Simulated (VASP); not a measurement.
TiSi16 (a cell with a defect): single point with PBE+D3(BJ)

TiSi16 (a cell with a defect):

```
Si Ti
1.0
     0.00000    5.43000    5.43000
     5.43000    0.00000    5.43000
     5.43000    5.43000    0.00000
Si Ti
16 1
Direct
  0.99962 0.99983 0.99986
  0.12317 0.12335 0.12337
  0.00309 0.00317 0.49652
  0.12329 0.12343 0.62928
  0.00309 0.49649 0.00318
  0.12329 0.62926 0.12345
  0.00336 0.49659 0.49661
  0.13727 0.62078 0.62079
  0.49631 0.00322 0.00323
  0.62905 0.12347 0.12348
  0.49644 0.00345 0.49666
  0.62068 0.13737 0.62082
  0.49645 0.49664 0.00345
  0.62069 0.62081 0.13738
  0.49997 0.50007 0.50007
  0.62086 0.62091 0.62092
  0.74984 0.74998 0.74999
```

```yaml
Program: VASP 6.6.1
Task: single point
Functional: PBE
Dispersion: D3(BJ)
Potentials_or_basis: VASP PAW PBE potentials, release 64 (Si, Ti_sv)
Cutoff: 520 eV
k_mesh: 2 × 2 × 2
Occupations: gaussian, width 0.05 eV
Spin: no spin polarisation
```

The pressure is 0.9 GPa. The largest force is 0.011 eV/Å. The band gap on the k mesh is zero (bands 38 and 39 overlap by 0.43 eV). The dispersion energy per atom is -0.343 eV.

Forces on the atoms (eV/Å):
```
Si   0.001  0.001  0.001
Si  -0.001 -0.001 -0.001
Si   0.001 -0.001  0.002
Si   0.001  0.001 -0.002
Si   0.001  0.002 -0.001
Si   0.001 -0.002  0.001
Si   0.002 -0.002 -0.002
Si  -0.005  0.002  0.002
Si   0.001  0.001  0.001
Si  -0.001  0.001  0.001
Si  -0.002  0.002 -0.001
Si   0.002 -0.006  0.001
Si  -0.002 -0.001  0.001
Si   0.002  0.001 -0.006
Si  -0.001 -0.001 -0.001
Si  -0.001 -0.003 -0.003
Ti   0.002  0.007  0.008
```

Levels at points of the mesh, in eV from the Fermi level:
| k point | band 35 | band 36 | band 37 | band 38 | band 39 | band 40 |
| --- | --- | --- | --- | --- | --- | --- |
| (0.00, 0.00, 0.00) | -0.99 | -0.99 | -0.41 | -0.40 | -0.40 | -0.10 |
| (0.50, 0.00, 0.00) | -1.37 | -1.37 | -0.28 | 0.03 | 0.03 | 0.44 |
| (0.00, 0.50, 0.00) | -1.37 | -1.37 | -0.28 | 0.03 | 0.03 | 0.44 |
| (0.00, 0.00, 0.50) | -1.37 | -1.37 | -0.28 | 0.03 | 0.03 | 0.44 |
| (0.50, 0.50, 0.50) | -1.37 | -1.37 | -0.28 | 0.03 | 0.03 | 0.44 |
| (0.50, 0.50, 0.00) | -2.00 | -1.88 | -0.71 | -0.04 | 0.57 | 0.57 |
| (0.00, 0.50, 0.50) | -2.00 | -1.88 | -0.71 | -0.04 | 0.57 | 0.57 |
| (0.50, 0.00, 0.50) | -2.00 | -1.88 | -0.71 | -0.04 | 0.57 | 0.57 |

Wall time 4 min on 1 thread of Intel(R) Xeon(R) Platinum 8488C (Sapphire Rapids) (shared host), peak memory 0.48 GiB.

Caveat: the k points lie up to 0.50 Å⁻¹ apart.
